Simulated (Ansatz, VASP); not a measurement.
Fe: VASP beside Ansatz

INCAR

```
SYSTEM = Fe
ALGO = Normal
EDIFF = 1E-6
ENCUT = 600
GGA = PE
GGA_COMPAT = .FALSE.
ISIF = 2
ISMEAR = 0
ISPIN = 2
LASPH = .TRUE.
LCHARG = .TRUE.
LELF = .TRUE.
LMAXMIX = 4
LORBIT = 11
LREAL = .FALSE.
LVHAR = .TRUE.
LWAVE = .FALSE.
MAGMOM = 2.4
NBANDS = 14
NELM = 200
PREC = Accurate
SIGMA = 0.05
```

The input KPOINTS:

```
k-points
0
G
  10 10 10
  0 0 0
```

The input POSCAR:

```
Fe
1.0
   -1.4143006529      1.4143006529      1.4143006529
    1.4143006529     -1.4143006529      1.4143006529
    1.4143006529      1.4143006529     -1.4143006529
Fe
1
Direct
    0.0000000000      0.0000000000      0.0000000000
```

Input for Ansatz:

```yaml
crystal:
  lattice:
    - [-1.4143006529, 1.4143006529, 1.4143006529]
    - [1.4143006529, -1.4143006529, 1.4143006529]
    - [1.4143006529, 1.4143006529, -1.4143006529]
  atoms:
    - { symbol: Fe, position: [0.0, 0.0, 0.0], spin: 2.4 }
basis:
  ecutwfc: 600
  ecutrho_ratio: 5
kpoints:
  mp_grid: { grid: [10, 10, 10] }
hamiltonian:
  xc: pbe
scf:
  occupations: { method: gaussian, width: 0.05 }
output:
  forces: true
  stress: true
  eigenvalues: true
  populations: true
magnetization:
  spin_polarized: true
```

Alike in both runs: task single point; functional PBE; k mesh 10 × 10 × 10; occupations gaussian, width 0.05 eV; collinear spin.

|  | VASP | Ansatz |
| --- | --- | --- |
| version | VASP 6.6.1 | Ansatz 0.2.0 |
| potentials or method | VASP PAW PBE potentials, release 64 (Fe), cutoff 600 eV | scalar-relativistic, plane waves, PAW |
| valence electrons in the cell | 8 | 16 |

Ansatz gave:

| Quantity | Value |
| --- | --- |
| gap on the k mesh at the Fermi level (eV) | none |
| pressure (GPa) | -0.1 |
| net moment per atom (μB) | 2.13 |
| size of the moment on the site where the two differ most (μB) | 2.19 |

Question: Which values does VASP return?

Answer: gap on the k mesh at the Fermi level (eV): none; pressure (GPa): -0.6; net moment per atom (μB): 2.13; size of the moment on the site where the two differ most (μB): 2.13.

Site moments also hang on the region over which each program counts them. A gap of «none» marks a metal or a gap that the smearing closes. VASP's potentials hold 8 valence electrons a cell and Ansatz's 16, so a difference there can come from the potentials and not from the codes.
